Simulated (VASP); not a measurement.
Write the native input for VASP 6.6.1 that does the following.

```yaml
Task: single point
Functional: HSE06
Potentials_or_basis: VASP PAW PBE potentials, release 64 (Pb_d, S)
Cutoff: 400 eV
k_mesh: 2 × 4 × 4
Occupations: gaussian, width 0.01 eV
Spin: no spin polarisation
Dipole_correction: no
Grid_for_exact_exchange_PRECFOCK: Normal
Further_INCAR_settings: ALGO = Normal; EDIFF = 1e-06; NBANDS = 28
Share_of_exact_exchange: 0.25
Screening_parameter: 0.2079 1/Å
```

The system is PbS.

```
CELL_PARAMETERS angstrom
5.95559 0.00000 0.00000
0.00000 2.96854 2.96854
0.00000 -2.96854 2.96854
ATOMIC_POSITIONS crystal
Pb 0.74989 0.26052 0.76052
Pb 0.25011 0.76052 0.26052
S 0.74966 0.76048 0.26048
S 0.25034 0.26048 0.76048
```

One way to write it, as run:

POSCAR

```
PbS
1.0
    5.9555923527      0.0000000000      0.0000000000
    0.0000000000      2.9685439711      2.9685439985
    0.0000000000     -2.9685439711      2.9685439985
Pb S
2 2
Direct
    0.7498944807      0.2605185143      0.7605185143
    0.2501055193      0.7605185143      0.2605185143
    0.7496621079      0.7604814857      0.2604814857
    0.2503378921      0.2604814857      0.7604814857
```

INCAR.step1

```
SYSTEM = PbS
PREC = Accurate
ENCUT = 400
EDIFF = 1E-5
ISMEAR = 0
SIGMA = 0.01
LREAL = .FALSE.
LASPH = .TRUE.
NELM = 120
ALGO = Normal
ISIF = 2
LWAVE = .TRUE.
GGA = PE
NBANDS = 28
GGA_COMPAT = .FALSE.
```

INCAR.step2

```
SYSTEM = PbS
PREC = Accurate
ENCUT = 400
EDIFF = 1E-6
ISMEAR = 0
SIGMA = 0.01
LREAL = .FALSE.
LASPH = .TRUE.
NELM = 120
ALGO = Normal
ISIF = 2
LWAVE = .FALSE.
LCHARG = .TRUE.
GGA = PE
LHFCALC = .TRUE.
HFSCREEN = 0.2079
PRECFOCK = Normal
LELF = .TRUE.
LVHAR = .TRUE.
ISTART = 1
NBANDS = 28
GGA_COMPAT = .FALSE.
```

KPOINTS

```
regular mesh
0
G
  2 4 4
  0 0 0
```

Potentials or basis: VASP PAW PBE potentials, release 64 (Pb_d, S).

Run with:

```sh
$ cat potpaw_PBE.64/Pb_d/POTCAR potpaw_PBE.64/S/POTCAR > POTCAR
$ cp INCAR.step1 INCAR
$ mpirun -np 1 vasp_std > vasp.out
$ cp INCAR.step2 INCAR
$ mpirun -np 1 vasp_std > vasp.out
```

Results of the run:

```
Pressure               : 1.8 GPa
Largest force          : 0.003 eV/Å
Band gap on the k mesh : 0.84 eV
```

Caveat: the k points lie up to 0.53 Å⁻¹ apart; the PAW data sets were made with another functional, which shifts forces and pressure a little; spin-orbit coupling is left out, which moves the levels of the heavy elements.

It took 65 min on 1 thread of Intel Xeon 8259CL (shared host), peak memory 0.31 GiB.
